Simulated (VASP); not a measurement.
Set up this calculation in VASP 6.6.1, as the native input.

* Task: single point
* Functional: r2SCAN
* Potentials or basis: VASP PAW PBE potentials, release 64 (Ti_sv, B)
* Cutoff: 520 eV
* k mesh: 20 × 20 × 20
* Occupations: gaussian, width 0.15 eV
* Spin: no spin polarisation
* Dipole correction: no
* Further INCAR settings: ALGO = Normal; EDIFF = 1e-06; NBANDS = 14

The system is TiB.

```xyz
2
Lattice="0.0000 2.1010 2.1010 2.1010 0.0000 2.1010 2.1010 2.1010 0.0000" Properties=species:S:1:pos:R:3 pbc="T T T"
Ti    3.1515    3.1515    3.1515
B     0.0000    0.0000    0.0000
```

These files were run (other wordings do the same):

POSCAR

```
TiB
1.0
    0.0000000000      2.1010000000      2.1010000000
    2.1010000000      0.0000000000      2.1010000000
    2.1010000000      2.1010000000      0.0000000000
Ti B
1 1
Direct
    0.7500000000      0.7500000000      0.7500000000
    0.0000000000      0.0000000000      0.0000000000
```

INCAR.step1

```
PREC     = Accurate       # precision mode
ENCUT    = 520            # plane-wave cutoff, eV
ISMEAR   = 0              # smearing method
SIGMA    = 0.15           # smearing width, eV
LREAL    = False          # projectors in reciprocal space
LASPH    = True           # aspherical terms in the spheres
NELM     = 80             # most SCF steps
NBANDS   = 14             # bands
GGA      = PE             # functional
ALGO     = Normal         # electronic algorithm
EDIFF    = 1E-4           # SCF threshold, eV
LWAVE    = True           # write WAVECAR
LCHARG   = False          # write CHGCAR
```

INCAR.step2

```
PREC     = Accurate       # precision mode
ENCUT    = 520            # plane-wave cutoff, eV
EDIFF    = 1E-6           # SCF threshold, eV
ISMEAR   = 0              # smearing method
SIGMA    = 0.15           # smearing width, eV
LREAL    = False          # projectors in reciprocal space
LASPH    = True           # aspherical terms in the spheres
NELM     = 80             # most SCF steps
ALGO     = Normal         # electronic algorithm
ISIF     = 2              # what is computed and relaxed
LWAVE    = False          # write WAVECAR
LCHARG   = False          # write CHGCAR
METAGGA  = R2SCAN         # meta-GGA
LMIXTAU  = True         
NBANDS   = 14             # bands
ISTART   = 1
```

KPOINTS

```
regular mesh
0
Gamma
  20 20 20
```

Potentials or basis: VASP PAW PBE potentials, release 64 (Ti_sv, B).

Launch:

```bash
$ cat potpaw_PBE.64/Ti_sv/POTCAR potpaw_PBE.64/B/POTCAR > POTCAR
$ cp INCAR.step1 INCAR
$ mpirun -np 1 vasp_std > vasp.out
$ cp INCAR.step2 INCAR
$ mpirun -np 1 vasp_std > vasp.out
```

Results of the run:

* Pressure: 122.0 GPa

Caveat: the PAW data sets were made with another functional, which shifts forces and pressure a little.

Run time: 13 min on 1 thread of AMD EPYC 7R13, with other jobs on the host, peak memory 0.17 GiB.
